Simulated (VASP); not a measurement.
# CdSe (Cadmoselite) (P6_3mc) in VASP: further runs

Runs on CdSe (Cadmoselite). Level: r2SCAN. Tasks: single point.

Program: VASP 6.6.1. These are calculated values, not measurements. Logs are shortened: lines on timing, memory, paths and dates and some standing lists are left out, and cuts for length are marked.

## Step 1: The cell of the first run

It takes space group P6_3mc (No. 186, hexagonal). Conventional cell: a = 4.427 Å, b = 4.427 Å, c = 6.949 Å, α = 90.00°, β = 90.00°, γ = 120.00°. Cd (site symmetry 3m) has 4 Se at 2.67 to 2.68 Å within 3.5 Å. Within 3.5 Å of Se (site symmetry 3m) lie 4 Cd at 2.67 to 2.68 Å.

## Step 2: Single point, r2SCAN (film at in-plane strain +0.02)

POSCAR reads:

```
CdSe
1.0
    4.4268428714      0.0000000000      0.0000000000
   -2.2134214357      3.8337583852      0.0000000000
    0.0000000000      0.0000000000      6.9492799358
Cd Se
2 2
Direct
    0.3333333333      0.6666666667      0.0003981812
    0.6666666667      0.3333333333      0.5003981812
    0.3333333333      0.6666666667      0.3846018188
    0.6666666667      0.3333333333      0.8846018188
```

INCAR.step1 reads:

```
SYSTEM = CdSe
  PREC = Accurate
  ENCUT = 520
  ISMEAR = 0
  SIGMA = 0.01
  LREAL = .False.
  LASPH = .True.
  NELM = 80
  NBANDS = 26
  GGA = PE
  ALGO = Normal
  EDIFF = 1E-4
  LWAVE = .True.
  LCHARG = .False.
```

INCAR.step2 reads:

```
SYSTEM = CdSe
  PREC = Accurate
  ENCUT = 520
  EDIFF = 1E-6
  ISMEAR = 0
  SIGMA = 0.01
  LREAL = .False.
  LASPH = .True.
  NELM = 80
  ALGO = Normal
  ISIF = 2
  LWAVE = .False.
  LCHARG = .True.
  METAGGA = R2SCAN
  LMIXTAU = .True.
  LELF = .True.
  LVHAR = .True.
  NBANDS = 26
  ISTART = 1
```

KPOINTS reads:

```
regular mesh
0
Gamma
  6 6 4
  0 0 0
```

Potentials or basis: VASP PAW PBE potentials, release 64 (Cd, Se).

Command:

```
$ cat potpaw_PBE.64/Cd/POTCAR potpaw_PBE.64/Se/POTCAR > POTCAR
$ cp INCAR.step1 INCAR
$ mpirun -np 1 vasp_std > vasp.out
$ cp INCAR.step2 INCAR
$ mpirun -np 1 vasp_std > vasp.out
```

OUTCAR:

```text
SYSTEM = CdSe
   PREC = Accurate
   ENCUT = 520
   EDIFF = 1E-6
   ISMEAR = 0
   LREAL = .False.
   LASPH = .True.
   NELM = 80
   ISIF = 2
   METAGGA = R2SCAN
   ISTART = 1

 ion  position               nearest neighbor table
   1  0.333  0.667  0.000-   3 2.67   4 2.68   4 2.68   4 2.68
   2  0.667  0.333  0.500-   4 2.67   3 2.68   3 2.68   3 2.68
   3  0.333  0.667  0.385-   1 2.67   2 2.68   2 2.68   2 2.68
   4  0.667  0.333  0.885-   2 2.67   1 2.68   1 2.68   1 2.68

  LATTYP: Found a hexagonal cell.
 ALAT       =     4.4268428714
 C/A-ratio  =     1.5698049688

  Lattice vectors:

 A1 = (   4.4268428714,   0.0000000000,   0.0000000000)
 A2 = (  -2.2134214357,   3.8337583852,   0.0000000000)
 A3 = (   0.0000000000,   0.0000000000,   6.9492799358)

Analysis of symmetry for initial positions (statically):
=====================================================================
 Subroutine PRICEL returns:
 Original cell was already a primitive cell.

 Routine SETGRP: Setting up the symmetry group for a
 hexagonal supercell.

 Subroutine GETGRP returns: Found 12 space group operations
 (whereof  6 operations were pure point group operations)
 out of a pool of 24 trial point group operations.

The static configuration has the point symmetry C_3v.
 The point group associated with its full space group is C_6v.

Analysis of symmetry for dynamics (positions and initial velocities):
=====================================================================
 Subroutine PRICEL returns:
 Original cell was already a primitive cell.

 Routine SETGRP: Setting up the symmetry group for a
 hexagonal supercell.

 Subroutine GETGRP returns: Found 12 space group operations
 (whereof  6 operations were pure point group operations)
 out of a pool of 24 trial point group operations.

The dynamic configuration has the point symmetry C_3v.
 The point group associated with its full space group is C_6v.

 Subroutine INISYM returns: Found 12 space group operations
 (whereof  6 operations are pure point group operations),
 and found     1 'primitive' translations

----------------------------------------------------------------------------------------

                                     Primitive cell

  volume of cell :     117.9393

  direct lattice vectors                    reciprocal lattice vectors
     4.426842871  0.000000000  0.000000000     0.225894623  0.130420321  0.000000000
    -2.213421436  3.833758385  0.000000000     0.000000000  0.260840642  0.000000000
     0.000000000  0.000000000  6.949279936     0.000000000  0.000000000  0.143899801

  length of vectors
     4.426842871  4.426842871  6.949279936     0.260840642  0.260840642  0.143899801

  position of ions in fractional coordinates (direct lattice)
     0.333333333  0.666666667  0.000398181
     0.666666667  0.333333333  0.500398181
     0.333333333  0.666666667  0.384601819
     0.666666667  0.333333333  0.884601819

  ion indices of the primitive-cell ions
   primitive index   ion index
                 1           1
                 2           2
                 3           3
                 4           4

----------------------------------------------------------------------------------------

 KPOINTS: regular mesh

Automatic generation of k-mesh.
 Grid dimensions read from file:
 generate k-points for:    6    6    4

 Generating k-lattice:

  Cartesian coordinates                     Fractional coordinates (reciprocal lattice)
     0.037649104  0.021736720  0.000000000     0.166666667  0.000000000  0.000000000
     0.000000000  0.043473440  0.000000000     0.000000000  0.166666667  0.000000000
     0.000000000  0.000000000  0.035974950     0.000000000  0.000000000  0.250000000

  Length of vectors
     0.043473440  0.043473440  0.035974950

  Shift w.r.t. Gamma in fractional coordinates (k-lattice)
     0.000000000  0.000000000  0.000000000

 Subroutine IBZKPT returns following result:
 ===========================================

 Found     21 irreducible k-points:

 Following reciprocal coordinates:
            Coordinates               Weight
  0.000000  0.000000  0.000000      1.000000
  0.166667  0.000000  0.000000      6.000000
  0.333333  0.000000  0.000000      6.000000
  0.500000 -0.000000  0.000000      3.000000
  0.166667  0.166667  0.000000      6.000000
  0.333333  0.166667  0.000000     12.000000
[... 13 lines left out ...]
  0.333333  0.166667  0.500000     12.000000
  0.333333  0.333333  0.500000      2.000000
   k-points           NKPTS =     21   k-points in BZ     NKDIM =     21   number of bands    NBANDS=     26
   number of dos      NEDOS =    301   number of ions     NIONS =      4
   total plane-waves  NPLWV =  69984
   dimension x,y,z NGX =    36 NGY =   36 NGZ =   54
   dimension x,y,z NGXF=    72 NGYF=   72 NGZF=  108
   ions per type =               2   2
   NGX,Y,Z   is equivalent  to a cutoff of  13.52, 13.52, 12.92 a.u.
   NGXF,Y,Z  is equivalent  to a cutoff of  27.04, 27.04, 25.84 a.u.
 SYSTEM =  CdSe
   PREC   = accura    normal or accurate (medium, high low for compatibility)
   ISTART =      1    job   : 0-new  1-cont  2-samecut
   ICHARG =      0    charge: 1-file 2-atom 10-const
   ISPIN  =      1    spin polarized calculation?
   LNONCOLLINEAR =      F non collinear calculations
   LSORBIT =      F    spin-orbit coupling
   LASPH  =      T    aspherical Exc in radial PAW
   ENCUT  =  520.0 eV  38.22 Ry    6.18 a.u.   8.23  8.23 12.92*2*pi/ulx,y,z
   NELM   =     80;   NELMIN=  2; NELMDL=  0     # of ELM steps
   EDIFF  = 0.1E-05   stopping-criterion for ELM
   LREAL  =      F    real-space projection
[... 7 lines left out ...]
   TEBEG  =    0.0;   TEEND  =   0.0 temperature during run
   PSTRESS=    0.0 pullay stress
   NELECT =      36.0000    total number of electrons
   NUPDOWN=      -1.0000    fix difference up-down
   EMIN   =  10.00;   EMAX   =-10.00  energy-range for DOS
   EFERMI =   0.00;   METHOD = LEGACY
   ISMEAR =     0;   SIGMA  =   0.01  broadening in eV -4-tet -1-fermi 0-gaus
   EFERMI_NEDOS =   21; number of points for ismear=-14 and -15
   IALGO  =     38    algorithm
   IMIX   =      4    mixing-type and parameters
     AMIX     =   0.40;   BMIX     =  1.00
     AMIX_MAG =   1.60;   BMIX_MAG =  1.00
  volume/ion in A,a.u.               =      29.48       198.97
  Fermi-wavevector in a.u.,A,eV,Ry     =   1.102274  2.082995 16.531178  1.215007
  Thomas-Fermi vector in A             =   2.238714
   LORBIT       =      0    0 simple, 1 ext, 2 COOP (PROOUT), +10 PAW based schemes
   METAGGA = R2SCAN    functional components
   LHFCALC =     F    Hartree Fock is set to
   AEXX    =    0.0000 exact exchange contribution
   IVDW    =     0    specifies the selected vdW correction
   LEPSILON=     F    determine dielectric tensor
   LRPA    =     F    only Hartree local field effects (RPA)
 non-spin polarized calculation
 Gauss-broadening in eV      SIGMA  =   0.01
  energy-cutoff  :      520.00
  volume of cell :      117.94
 maximum number of plane-waves:      3200
 NGX is ok and might be reduce to    36
   NGX = 17   NGY = 17   NGZ = 25

 number of electron      35.9999999 magnetization

 Free energy of the ion-electron system (eV)
  ---------------------------------------------------
  ext. energy  EPLUGINS =         0.00000000
  ---------------------------------------------------
  free energy    TOTEN  =       -71.81043067 eV

  energy without entropy =      -71.81043067  energy(sigma->0) =      -71.81043067

 E-fermi :   0.4213     XC(G=0):  -9.1943

 val. band max:        0.3252725886   @ k =   0.0000   0.0000   0.0000
 cond. band min:       1.3331479687   @ k =   0.0000   0.0000   0.0000
 fundamental gap:      1.0078753801
 Fermi energy:         0.4213356427

 k-point     1 :       0.0000    0.0000    0.0000
  band No.  band energies     occupation
      1     -12.4749      2.00000
      2     -12.1071      2.00000
      3      -7.7260      2.00000
      4      -7.7260      2.00000
      5      -7.7189      2.00000
      6      -7.6631      2.00000
[... 18 lines left out ...]
     25       7.7122      0.00000
     26       8.4755      0.00000

 k-point     2 :       0.1667    0.0000    0.0000
  band No.  band energies     occupation
      1     -12.4015      2.00000
      2     -12.0779      2.00000
      3      -7.7047      2.00000
      4      -7.6987      2.00000
      5      -7.6536      2.00000
      6      -7.6276      2.00000
[... 18 lines left out ...]
     25       7.9532      0.00000
     26       8.3299      0.00000

 k-point     3 :       0.3333    0.0000    0.0000
  band No.  band energies     occupation
      1     -12.2407      2.00000
      2     -12.0313      2.00000
      3      -7.6660      2.00000
      4      -7.6535      2.00000
      5      -7.5553      2.00000
      6      -7.5526      2.00000
[... 18 lines left out ...]
     25       8.6030      0.00000
     26       9.1005      0.00000

 k-point     4 :       0.5000   -0.0000    0.0000
  band No.  band energies     occupation
      1     -12.1426      2.00000
      2     -12.0246      2.00000
      3      -7.6522      2.00000
      4      -7.6372      2.00000
      5      -7.5174      2.00000
      6      -7.5055      2.00000
[... 18 lines left out ...]
     25       8.7229      0.00000
     26      10.1269      0.00000

 k-point     5 :       0.1667    0.1667    0.0000
  band No.  band energies     occupation
      1     -12.2837      2.00000
      2     -12.0407      2.00000
      3      -7.6681      2.00000
      4      -7.6665      2.00000
      5      -7.5846      2.00000
      6      -7.5755      2.00000
[... 18 lines left out ...]
     25       8.6011      0.00000
     26       9.0598      0.00000

 k-point     6 :       0.3333    0.1667    0.0000
  band No.  band energies     occupation
      1     -12.1440      2.00000
      2     -12.0245      2.00000
      3      -7.6513      2.00000
      4      -7.6256      2.00000
      5      -7.5350      2.00000
      6      -7.5189      2.00000
[... 340 lines left out ...]
 k-point    18 :       0.5000   -0.0000    0.5000
  band No.  band energies     occupation
      1     -12.0750      2.00000
      2     -12.0750      2.00000
      3      -7.6239      2.00000
      4      -7.6239      2.00000
      5      -7.5735      2.00000
      6      -7.5735      2.00000
[... 18 lines left out ...]
     25       8.7469      0.00000
     26       8.7469      0.00000

 k-point    19 :       0.1667    0.1667    0.5000
  band No.  band energies     occupation
      1     -12.1554      2.00000
      2     -12.1554      2.00000
      3      -7.6358      2.00000
      4      -7.6358      2.00000
      5      -7.6145      2.00000
      6      -7.6145      2.00000
[... 18 lines left out ...]
     25       8.2317      0.00000
     26       8.2317      0.00000

 k-point    20 :       0.3333    0.1667    0.5000
  band No.  band energies     occupation
      1     -12.0756      2.00000
      2     -12.0756      2.00000
      3      -7.6130      2.00000
      4      -7.6130      2.00000
      5      -7.5766      2.00000
      6      -7.5766      2.00000
[... 18 lines left out ...]
     25       8.6332      0.00000
     26       8.6332      0.00000

 k-point    21 :       0.3333    0.3333    0.5000
  band No.  band energies     occupation
      1     -12.0496      2.00000
      2     -12.0496      2.00000
      3      -7.5985      2.00000
      4      -7.5985      2.00000
      5      -7.5690      2.00000
      6      -7.5690      2.00000
[... 18 lines left out ...]
     25       9.3237      0.00000
     26       9.3237      0.00000

------------------------ aborting loop because EDIFF is reached ----------------------------------------

  FORCE on cell =-STRESS in cart. coord.  units (eV):
  Direction    XX          YY          ZZ          XY          YZ          ZX
  --------------------------------------------------------------------------------------
  -------------------------------------------------------------------------------------
  Total       -1.0044354     -1.0044354      0.1689582      0.0000000      0.0000000      0.0000000
  in kB      -13.6450120    -13.6450120      2.2952569      0.0000000      0.0000000      0.0000000
  external PRESSURE =      -8.3315890 kB  Pullay stress =       0.0000000 kB

 VOLUME and BASIS-vectors are now :
 -----------------------------------------------------------------------------
  energy-cutoff  :      520.00
  volume of cell :      117.94
      direct lattice vectors                 reciprocal lattice vectors
     4.426842871  0.000000000  0.000000000     0.225894623  0.130420321  0.000000000
    -2.213421436  3.833758385  0.000000000     0.000000000  0.260840642  0.000000000
     0.000000000  0.000000000  6.949279936     0.000000000  0.000000000  0.143899801

 POSITION                                       TOTAL-FORCE (eV/Angst)
 -----------------------------------------------------------------------------------
     -0.00000      2.55584      0.00277        -0.000000      0.000000     -0.001429
      2.21342      1.27792      3.47741         0.000000     -0.000000     -0.001429
     -0.00000      2.55584      2.67271         0.000000      0.000000      0.001429
      2.21342      1.27792      6.14735         0.000000      0.000000      0.001429
 -----------------------------------------------------------------------------------
    total drift:                               -0.000000     -0.000000      0.003403

  FREE ENERGIE OF THE ION-ELECTRON SYSTEM (eV)
  ---------------------------------------------------
  free  energy   TOTEN  =       -71.8104306654 eV

  energy  without entropy=      -71.8104306654  energy(sigma->0) =      -71.81043067
```

Run time: 2.6 min. Hardware: 1 thread of AMD EPYC 9R45 (Zen 5), shared host; peak memory 0.27 GiB.

What came out:

```yaml
Free_energy: -71.8104 eV
Pressure: -0.8 GPa
Band_gap_on_the_k_mesh: 1.01 eV, direct
```

Caveat: the cell differs from its parent crystal (film at in-plane strain +0.02); the PAW data sets were made with another functional, which shifts forces and pressure a little.

## Step 3: Single point, r2SCAN (in-plane strain +0.02)

POSCAR reads:

```
CdSe
1.0
    4.4268428714      0.0000000000      0.0000000000
   -2.2134214357      3.8337583852      0.0000000000
    0.0000000000      0.0000000000      6.9928039446
Cd Se
2 2
Direct
    0.3333333333      0.6666666667      0.0045374022
    0.6666666667      0.3333333333      0.5045374022
    0.3333333333      0.6666666667      0.3804625978
    0.6666666667      0.3333333333      0.8804625978
```

INCAR.step1 reads:

```
SYSTEM = CdSe
ALGO     = Normal         ! electronic algorithm
EDIFF    = 1E-4           ! SCF threshold, eV
ENCUT    = 520            ! plane-wave cutoff, eV
GGA      = PE             ! functional
ISMEAR   = 0              ! smearing method
LASPH    = .True.         ! aspherical terms in the spheres
LCHARG   = .False.        ! write CHGCAR
LREAL    = .False.        ! projectors in reciprocal space
LWAVE    = .True.         ! write WAVECAR
NBANDS   = 26             ! bands
NELM     = 80             ! most SCF steps
PREC     = Accurate       ! precision mode
SIGMA    = 0.01           ! smearing width, eV
```

INCAR.step2 reads:

```
SYSTEM = CdSe
ALGO     = Normal         ! electronic algorithm
EDIFF    = 1E-6           ! SCF threshold, eV
ENCUT    = 520            ! plane-wave cutoff, eV
ISIF     = 2              ! what is computed and relaxed
ISMEAR   = 0              ! smearing method
ISTART   = 1            
LASPH    = .True.         ! aspherical terms in the spheres
LCHARG   = .True.         ! write CHGCAR
LELF     = .True.         ! ELF
LMIXTAU  = .True.       
LREAL    = .False.        ! projectors in reciprocal space
LVHAR    = .True.       
LWAVE    = .False.        ! write WAVECAR
METAGGA  = R2SCAN         ! meta-GGA
NBANDS   = 26             ! bands
NELM     = 80             ! most SCF steps
PREC     = Accurate       ! precision mode
SIGMA    = 0.01           ! smearing width, eV
```

KPOINTS reads:

```
k-points
0
Gamma
  6 6 4
  0 0 0
```

Potentials or basis: VASP PAW PBE potentials, release 64 (Cd, Se).

Command:

```
$ cat potpaw_PBE.64/Cd/POTCAR potpaw_PBE.64/Se/POTCAR > POTCAR
$ cp INCAR.step1 INCAR
$ mpirun -np 1 vasp_std > vasp.out
$ cp INCAR.step2 INCAR
$ mpirun -np 1 vasp_std > vasp.out
```

It took 3.2 min on 1 thread of AMD EPYC 9R45 (Zen 5), shared host; peak memory 0.27 GiB.

Results (log left out):

| Item | Value |
| --- | --- |
| Free energy | -71.8006 eV |
| Pressure | -1.0 GPa |
| Largest force | 0.215 eV/Å |
| Band gap on the k mesh | 1.03 eV, direct |

Forces on the atoms (eV/Å):
```
Cd   0.000  0.000 -0.215
Cd   0.000  0.000 -0.215
Se   0.000  0.000  0.215
Se   0.000  0.000  0.215
```

Stress tensor (GPa, compression positive):
```
-1.90  0.00  0.00
 0.00 -1.90  0.00
 0.00  0.00  0.76
```

Levels at points of the mesh, in eV from the valence-band top:
```tsv
k point	band 16	band 17	band 18	band 19	band 20	band 21
(0.00, 0.00, 0.00)	-0.03	-0.03	0.00	1.03	2.45	6.24
(0.50, 0.00, 0.00)	-1.79	-1.23	-0.67	3.59	3.60	5.21
(0.00, 0.00, 0.50)	-0.43	-0.43	-0.43	2.68	2.68	6.32
(0.50, 0.00, 0.50)	-1.27	-1.19	-1.19	3.34	3.34	5.30
```

Caveat: the cell differs from its parent crystal (in-plane strain +0.02); the PAW data sets were made with another functional, which shifts forces and pressure a little.
